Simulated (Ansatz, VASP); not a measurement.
**LuSb5: VASP beside Ansatz**

```
CELL_PARAMETERS angstrom
5.73321 0.00000 0.00000
-2.86661 4.96511 0.00000
0.00000 0.00000 6.00703
ATOMIC_POSITIONS crystal
Lu 0.00000 0.00000 0.50000
Sb 0.50000 0.00000 0.00000
Sb 0.00000 0.50000 0.00000
Sb 0.50000 0.50000 0.00000
Sb 0.33333 0.66667 0.50000
Sb 0.66667 0.33333 0.50000
```

Alike in both runs: task relaxation of cell and atoms; functional PBE; k mesh 6 × 6 × 4; occupations gaussian, width 0.1 eV; no spin polarisation.

```csv
,VASP,Ansatz
version,VASP 6.6.1,Ansatz 0.2.0
potentials or method,"VASP PAW PBE potentials, release 64 (Lu, Sb), cutoff 600 eV","scalar-relativistic, plane waves, PAW"
valence electrons in the cell,50,100
```

```csv
,VASP,Ansatz,Ansatz less VASP
"gap on the k mesh at the Fermi level, each at its own relaxed structure (eV)",none,none,-
relaxed volume (Å³/atom),30.28,30.30,+0.023
relaxed length of the cell vector where the two differ most in proportion (Å),6.034,6.036,+0.0025
```

A gap of «none» marks a metal or a gap that the smearing closes. VASP's potentials hold 50 valence electrons a cell and Ansatz's 100, so a difference there can come from the potentials and not from the codes.

Neither program's run includes spin-orbit coupling.
